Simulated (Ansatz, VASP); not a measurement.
## Al: VASP beside Ansatz

The input INCAR:

```
SYSTEM = Al
AGGAC = 1.0 ; AGGAX = 1.0
ALDAC = 0.0 ; ALDAX = 1.0
ALGO = Normal ; EDIFF = 1E-6
ENCUT = 520 ; GGA = B5
ISIF = 2 ; ISMEAR = -1
LASPH = .True. ; LCHARG = .False.
LREAL = .False. ; LWAVE = .False.
NBANDS = 14 ; NELM = 60
PREC = Accurate ; SIGMA = 0.1
```

Contents of KPOINTS:

```
k-points
0
Gamma
  14 14 4
  0 0 0
```

Contents of POSCAR:

```
Al
1.0
    2.9204601879      0.0000000000      0.0000000000
   -1.4602300939      2.5291927135      0.0000000000
    0.0000000000      0.0000000000      9.8611897190
Al
4
Direct
    0.0000000000      1.0000000000      1.0000000000
    0.0000000000      1.0000000000      0.5000000000
    0.3333333333      0.6666666667      0.2500000000
    0.6666666667      0.3333333333      0.7500000000
```

Input for Ansatz:

```yaml
crystal:
  lattice:
    - [2.9204601879, 0.0, 0.0]
    - [-1.4602300939, 2.5291927135, 0.0]
    - [0.0, 0.0, 9.861189719]
  atoms:
    - { symbol: Al, position: [0.0, 1.0, 1.0] }
    - { symbol: Al, position: [0.0, 1.0, 0.5] }
    - { symbol: Al, position: [0.3333333333, 0.6666666667, 0.25] }
    - { symbol: Al, position: [0.6666666667, 0.3333333333, 0.75] }
hamiltonian:
  xc: blyp
  pseudopotentials:
    kind: paw
    azcp:
      Al: "pseudopotentials/Al.paw.azcp"
basis:
  ecutwfc: 420
  fft_grid_basis: typed
kpoints:
  mp_grid: { grid: [14, 14, 4], shift: [0, 0, 0] }
magnetization:
  spin_polarized: false
scf:
  occupations: { method: fermi_dirac, width: 0.1 }
  lower_state_search: "off"
output:
  stress: true
```

Alike in both runs: task single point; functional BLYP; k mesh 14 × 14 × 4; occupations fermi-dirac, width 0.1 eV; no spin polarisation.

```csv
,VASP,Ansatz
version,VASP 6.6.1,Ansatz 0.2.0
potentials or method,"VASP PAW PBE potentials, release 64 (Al), cutoff 520 eV","plane waves (420 eV) with PAW, scalar-relativistic"
valence electrons in the cell,12,12
```

Ansatz gave:

| Item | Value |
| --- | --- |
| pressure (GPa) | -1.9 |
| traceless stress, the component that is largest in VASP (GPa) | 0.63 |

Estimate VASP's values.

pressure (GPa): -1.8; traceless stress, the component that is largest in VASP (GPa): 0.63.

VASP's potentials were made for PBE, not for BLYP. The functional is the same, so the differences come from potentials, cutoffs and numerics.
